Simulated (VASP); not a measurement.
The system is Co.

```
Co
1.0
     2.42738    0.00000    0.00000
    -1.21369    2.10217    0.00000
     0.00000    0.00000    3.92305
Co
2
Direct
  0.33333 0.66667 0.25000
  0.66667 0.33333 0.75000
```

Base run:

```yaml
Program: VASP 6.6.1
Functional: LDA
Potentials_or_basis: VASP PAW LDA potentials, release 64 (Co)
Cutoff: 520 eV
k_mesh: 12 × 12 × 7
Occupations: fermi-dirac, width 0.05 eV
Spin: collinear spin, ferromagnetic start
Starting_moments: "[1.558, 1.558] μB"
```

Its results: pressure -1.3 GPa; net moment 2.96 μB per cell; site moments Co +1.47 μB.

Problem. After a change of settings the same cell gave: pressure 11.4 GPa; net moment 3.00 μB per cell; site moments Co +1.50 μB. Which change was it?
A. k mesh from 12 × 12 × 7 to 15 × 15 × 8
B. k mesh from 12 × 12 × 7 to 7 × 7 × 4
C. k mesh from 12 × 12 × 7 to 2 × 2 × 2
D. k mesh from 12 × 12 × 7 to 15 × 15 × 8; occupations from fermi-dirac, width 0.05 eV to fermi-dirac, width 0.1 eV

Solution. C.

Caveats: some runs use coarse meshes.
